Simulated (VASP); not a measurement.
# Ca (I4/mmm) in VASP: single point with PBEsol

Aim: the single point of Ca with PBEsol.

Everything below comes from runs of VASP 6.6.1. Logs are shortened: lines on timing, memory, paths and dates and some standing lists are left out, and cuts for length are marked.

## Step 1: The cell of the first run

It takes space group I4/mmm (No. 139, tetragonal). The conventional cell has a = 4.410 Å, b = 4.410 Å, c = 4.392 Å, α = 90.00°, β = 90.00°, γ = 90.00°. Within 5.0 Å of Ca (site symmetry 4/mmm) lie 14 Ca at 3.81 to 4.41 Å.

This isn't the form of Ca at room conditions, which is fcc.

## Step 2: Single point, PBEsol

Contents of INCAR:

```
PREC     = Accurate       # precision mode
ENCUT    = 520            # plane-wave cutoff, eV
EDIFF    = 1E-7           # SCF threshold, eV
ISMEAR   = -1             # smearing method
SIGMA    = 0.1            # smearing width, eV
LREAL    = F              # projectors in reciprocal space
LASPH    = T              # aspherical terms in the spheres
NELM     = 80             # most SCF steps
ALGO     = Normal         # electronic algorithm
ISIF     = 2              # what is computed and relaxed
LWAVE    = F              # write WAVECAR
LCHARG   = T              # write CHGCAR
GGA      = PS             # functional
LELF     = T              # ELF
LVHAR    = T            
NBANDS   = 11             # bands
```

Contents of KPOINTS:

```
Automatic mesh
0
Gamma
  7 7 7
```

Contents of POSCAR:

```
Ca
1.0
   -2.2052050000      2.2052050000      2.1961150000
    2.2052050000     -2.2052050000      2.1961150000
    2.2052050000      2.2052050000     -2.1961150000
Ca
1
Direct
    0.5000000000      0.5000000000      0.0000000000
```

Potentials or basis: VASP PAW PBE potentials, release 64 (Ca_sv).

Run with:

```sh
cat potpaw_PBE.64/Ca_sv/POTCAR > POTCAR
mpirun -np 1 vasp_std > vasp.out
```

OUTCAR:

```text
PREC = Accurate
   ENCUT = 520
   EDIFF = 1E-7
   ISMEAR = -1
   LREAL = F
   LASPH = T
   NELM = 80
   ISIF = 2
   GGA = PS

 ion  position               nearest neighbor table
   1  0.500  0.500  0.000-

  LATTYP: Found a body centered tetragonal cell.
 ALAT       =     4.4104100000
 C/A-ratio  =     0.9958779343

  Lattice vectors:

 A1 = (  -2.2052050000,   2.2052050000,   2.1961150000)
 A2 = (   2.2052050000,  -2.2052050000,   2.1961150000)
 A3 = (   2.2052050000,   2.2052050000,  -2.1961150000)

Analysis of symmetry for initial positions (statically):
=====================================================================
 Subroutine PRICEL returns:
 Original cell was already a primitive cell.

 Routine SETGRP: Setting up the symmetry group for a
 body centered tetragonal supercell.

 Subroutine GETGRP returns: Found 16 space group operations
 (whereof 16 operations were pure point group operations)
 out of a pool of 16 trial point group operations.

The static configuration has the point symmetry D_4h.

Analysis of symmetry for dynamics (positions and initial velocities):
=====================================================================
 Subroutine PRICEL returns:
 Original cell was already a primitive cell.

 Routine SETGRP: Setting up the symmetry group for a
 body centered tetragonal supercell.

 Subroutine GETGRP returns: Found 16 space group operations
 (whereof 16 operations were pure point group operations)
 out of a pool of 16 trial point group operations.

The dynamic configuration has the point symmetry D_4h.

 Subroutine INISYM returns: Found 16 space group operations
 (whereof 16 operations are pure point group operations),
 and found     1 'primitive' translations

----------------------------------------------------------------------------------------

                                     Primitive cell

  volume of cell :      42.7182

  direct lattice vectors                    reciprocal lattice vectors
    -2.205205000  2.205205000  2.196115000     0.000000000  0.226736290  0.227674780
     2.205205000 -2.205205000  2.196115000     0.226736290  0.000000000  0.227674780
     2.205205000  2.205205000 -2.196115000     0.226736290  0.226736290  0.000000000

  length of vectors
     3.814286208  3.814286208  3.814286208     0.321317834  0.321317834  0.320653536

  position of ions in fractional coordinates (direct lattice)
     0.500000000  0.500000000  0.000000000

  ion indices of the primitive-cell ions
   primitive index   ion index
                 1           1

----------------------------------------------------------------------------------------

 KPOINTS: Automatic mesh

Automatic generation of k-mesh.
 Grid dimensions read from file:
 generate k-points for:    7    7    7

 Generating k-lattice:

  Cartesian coordinates                     Fractional coordinates (reciprocal lattice)
     0.000000000  0.032390899  0.032524969     0.142857143 -0.000000000  0.000000000
     0.032390899  0.000000000  0.032524969    -0.000000000  0.142857143  0.000000000
     0.032390899  0.032390899  0.000000000     0.000000000  0.000000000  0.142857143

  Length of vectors
     0.045902548  0.045902548  0.045807648

  Shift w.r.t. Gamma in fractional coordinates (k-lattice)
     0.000000000  0.000000000  0.000000000

 Subroutine IBZKPT returns following result:
 ===========================================

 Found     40 irreducible k-points:

 Following reciprocal coordinates:
            Coordinates               Weight
  0.000000  0.000000  0.000000      1.000000
  0.142857  0.000000 -0.000000      8.000000
  0.285714 -0.000000  0.000000      8.000000
  0.428571  0.000000 -0.000000      8.000000
  0.142857  0.142857  0.000000      8.000000
  0.285714  0.142857  0.000000     16.000000
[... 16 lines left out ...]
 -0.142857  0.285714  0.142857      8.000000
 -0.428571  0.428571  0.142857      8.000000
 [... further k-points ...]
   k-points           NKPTS =     40   k-points in BZ     NKDIM =     40   number of bands    NBANDS=     11
   number of dos      NEDOS =    301   number of ions     NIONS =      1
   total plane-waves  NPLWV =  21952
   dimension x,y,z NGX =    28 NGY =   28 NGZ =   28
   dimension x,y,z NGXF=    56 NGYF=   56 NGZF=   56
   ions per type =               1
   NGX,Y,Z   is equivalent  to a cutoff of  12.20, 12.20, 12.20 a.u.
   NGXF,Y,Z  is equivalent  to a cutoff of  24.41, 24.41, 24.41 a.u.
 SYSTEM =  unknown system
   PREC   = accura    normal or accurate (medium, high low for compatibility)
   ISTART =      0    job   : 0-new  1-cont  2-samecut
   ICHARG =      2    charge: 1-file 2-atom 10-const
   ISPIN  =      1    spin polarized calculation?
   LNONCOLLINEAR =      F non collinear calculations
   LSORBIT =      F    spin-orbit coupling
   LASPH  =      T    aspherical Exc in radial PAW
   ENCUT  =  520.0 eV  38.22 Ry    6.18 a.u.   7.09  7.09  7.09*2*pi/ulx,y,z
   NELM   =     80;   NELMIN=  2; NELMDL= -5     # of ELM steps
   EDIFF  = 0.1E-06   stopping-criterion for ELM
   LREAL  =      F    real-space projection
   EDIFFG = 0.1E-05   stopping-criterion for IOM
   NSW    =      0    number of steps for IOM
   IBRION =     -1    ionic relax: 0-MD 1-quasi-New 2-CG
   NFREE  =      0    steps in history (QN), initial steepest desc. (CG)
   ISIF   =      2    stress and relaxation
   ISYM   =      2    0-nonsym 1-usesym 2-fastsym
   POTIM  = 0.5000    time-step for ionic-motion
   TEBEG  =    0.0;   TEEND  =   0.0 temperature during run
   PSTRESS=    0.0 pullay stress
   NELECT =      10.0000    total number of electrons
   NUPDOWN=      -1.0000    fix difference up-down
   EMIN   =  10.00;   EMAX   =-10.00  energy-range for DOS
   EFERMI =   0.00;   METHOD = LEGACY
   ISMEAR =    -1;   SIGMA  =   0.10  broadening in eV -4-tet -1-fermi 0-gaus
   EFERMI_NEDOS =   21; number of points for ismear=-14 and -15
   IALGO  =     38    algorithm
   IMIX   =      4    mixing-type and parameters
     AMIX     =   0.40;   BMIX     =  1.00
     AMIX_MAG =   1.60;   BMIX_MAG =  1.00
  volume/ion in A,a.u.               =      42.72       288.28
  Fermi-wavevector in a.u.,A,eV,Ry     =   1.008952  1.906643 13.850514  1.017984
  Thomas-Fermi vector in A             =   2.141850
   LORBIT       =      0    0 simple, 1 ext, 2 COOP (PROOUT), +10 PAW based schemes
   GGA     = PS    functional components
   LHFCALC =     F    Hartree Fock is set to
   AEXX    =    0.0000 exact exchange contribution
   IVDW    =     0    specifies the selected vdW correction
   LEPSILON=     F    determine dielectric tensor
   LRPA    =     F    only Hartree local field effects (RPA)
 non-spin polarized calculation
  energy-cutoff  :      520.00
  volume of cell :       42.72
 maximum number of plane-waves:      1168
   NGX = 15   NGY = 15   NGZ = 15

 number of electron      10.0000001 magnetization

 Free energy of the ion-electron system (eV)
  ---------------------------------------------------
  ext. energy  EPLUGINS =         0.00000000
  ---------------------------------------------------
  free energy    TOTEN  =        -2.13929826 eV

  energy without entropy =       -2.09219964  energy(sigma->0) =       -2.11574895

 E-fermi :   1.8679     XC(G=0):  -7.7708

 val. band max:        1.8597697487   @ k =  -0.4286  -0.4286   0.4286
 cond. band min:       1.8692752601   @ k =   0.4286   0.4286  -0.0000
 fundamental gap:      0.0095055115
 Fermi energy:         1.8678780915

 k-point     1 :       0.0000    0.0000    0.0000
  band No.  band energies     occupation
      1     -40.0222      2.00000
      2     -21.0145      2.00000
      3     -21.0140      2.00000
      4     -21.0140      2.00000
      5      -2.1635      2.00000
      6       4.1441      0.00000
      7       4.1628      0.00000
      8       4.1628      0.00000
      9       5.1990      0.00000
     10       5.2222      0.00000
     11      12.0287      0.00000

 k-point     2 :       0.1429    0.0000   -0.0000
  band No.  band energies     occupation
      1     -40.0195      2.00000
      2     -21.0404      2.00000
      3     -21.0227      2.00000
      4     -21.0142      2.00000
      5      -1.8009      2.00000
      6       3.9424      0.00000
      7       3.9750      0.00000
      8       4.4263      0.00000
      9       5.0323      0.00000
     10       5.2173      0.00000
     11      11.3678      0.00000

 k-point     3 :       0.2857   -0.0000    0.0000
  band No.  band energies     occupation
      1     -40.0134      2.00000
      2     -21.0984      2.00000
      3     -21.0424      2.00000
      4     -21.0142      2.00000
      5      -0.7908      2.00000
      6       3.2008      0.00000
      7       3.5287      0.00000
      8       5.0655      0.00000
      9       5.1738      0.00000
     10       5.3041      0.00000
     11       9.0611      0.00000

 k-point     4 :       0.4286    0.0000   -0.0000
  band No.  band energies     occupation
      1     -40.0085      2.00000
      2     -21.1442      2.00000
      3     -21.0580      2.00000
      4     -21.0141      2.00000
      5       0.5671      2.00000
      6       2.2034      0.06745
      7       3.2409      0.00000
      8       5.1268      0.00000
      9       5.4529      0.00000
     10       6.0544      0.00000
     11       7.3993      0.00000
[... 239 lines left out ...]
 k-point    22 :      -0.2857    0.2857    0.1429
  band No.  band energies     occupation
      1     -40.0111      2.00000
      2     -21.0951      2.00000
      3     -21.0520      2.00000
      4     -21.0342      2.00000
      5      -0.4770      2.00000
      6       3.2450      0.00000
      7       3.7527      0.00000
      8       4.4023      0.00000
      9       5.1176      0.00000
     10       5.4731      0.00000
     11       9.1094      0.00000

 k-point    23 :      -0.1429    0.2857    0.1429
  band No.  band energies     occupation
      1     -40.0111      2.00000
      2     -21.0950      2.00000
      3     -21.0520      2.00000
      4     -21.0345      2.00000
      5      -0.4756      2.00000
      6       3.2542      0.00000
      7       3.7321      0.00000
      8       4.4175      0.00000
      9       5.1153      0.00000
     10       5.4733      0.00000
     11       9.1351      0.00000

 k-point    24 :      -0.4286    0.4286    0.1429
  band No.  band energies     occupation
      1     -40.0064      2.00000
      2     -21.1375      2.00000
      3     -21.0679      2.00000
      4     -21.0328      2.00000
      5       0.8466      1.99993
      6       2.2376      0.04836
      7       3.5113      0.00000
      8       4.5483      0.00000
      9       5.4963      0.00000
     10       6.0001      0.00000
     11       7.3906      0.00000

 [... further k-points ...]

------------------------ aborting loop because EDIFF is reached ----------------------------------------

  FORCE on cell =-STRESS in cart. coord.  units (eV):
  Direction    XX          YY          ZZ          XY          YZ          ZX
  --------------------------------------------------------------------------------------
  -------------------------------------------------------------------------------------
  Total       -0.2216853     -0.2216853     -0.2232677      0.0000000      0.0000000      0.0000000
  in kB       -8.3144680     -8.3144680     -8.3738188      0.0000000      0.0000000      0.0000000
  external PRESSURE =      -8.3342516 kB  Pullay stress =       0.0000000 kB

 VOLUME and BASIS-vectors are now :
 -----------------------------------------------------------------------------
  energy-cutoff  :      520.00
  volume of cell :       42.72
      direct lattice vectors                 reciprocal lattice vectors
    -2.205205000  2.205205000  2.196115000     0.000000000  0.226736290  0.227674780
     2.205205000 -2.205205000  2.196115000     0.226736290  0.000000000  0.227674780
     2.205205000  2.205205000 -2.196115000     0.226736290  0.226736290  0.000000000

 POSITION                                       TOTAL-FORCE (eV/Angst)
 -----------------------------------------------------------------------------------
      0.00000      0.00000      2.19611         0.000000      0.000000      0.000000
 -----------------------------------------------------------------------------------
    total drift:                                0.000000     -0.000000      0.000000

  FREE ENERGIE OF THE ION-ELECTRON SYSTEM (eV)
  ---------------------------------------------------
  free  energy   TOTEN  =        -2.1392982571 eV

  energy  without entropy=       -2.0921996427  energy(sigma->0) =       -2.11574895
```

It took 14 s on 1 thread of Intel Xeon Platinum 8259CL at 2.50GHz (Skylake/Cascade Lake), shared host; peak memory 0.16 GiB.

Results:

| Property | Result |
| --- | --- |
| Free energy | -2.1393 eV |
| Pressure | -0.8 GPa |
| Band gap on the k mesh | zero (bands 5 and 6 overlap by 0.25 eV) |

Caveat: the PAW data sets were made with another functional, which shifts forces and pressure a little.
